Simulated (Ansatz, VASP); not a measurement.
## Tl in VASP and in Ansatz

```
CELL_PARAMETERS angstrom
-1.94100 1.94100 1.94100
1.94100 -1.94100 1.94100
1.94100 1.94100 -1.94100
ATOMIC_POSITIONS crystal
Tl 0.00000 0.00000 0.00000
```

Alike in both runs: task single point; functional PBEsol; k mesh 13 × 13 × 13; occupations fermi-dirac, width 0.05 eV; no spin polarisation.

|  | VASP | Ansatz |
| --- | --- | --- |
| version | VASP 6.6.1 | Ansatz 0.2.0 |
| potentials or method | VASP PAW PBE potentials, release 64 (Tl_d), cutoff 520 eV | all-electron LAPW, scalar-relativistic |

|  | VASP | Ansatz | Ansatz less VASP |
| --- | --- | --- | --- |
| pressure (GPa) | -0.8 | -0.8 | +0.07 |

VASP's potentials were made for PBE, not for PBEsol. Ansatz ran all-electron here, and VASP with PAW potentials.

Spin-orbit coupling is off throughout.
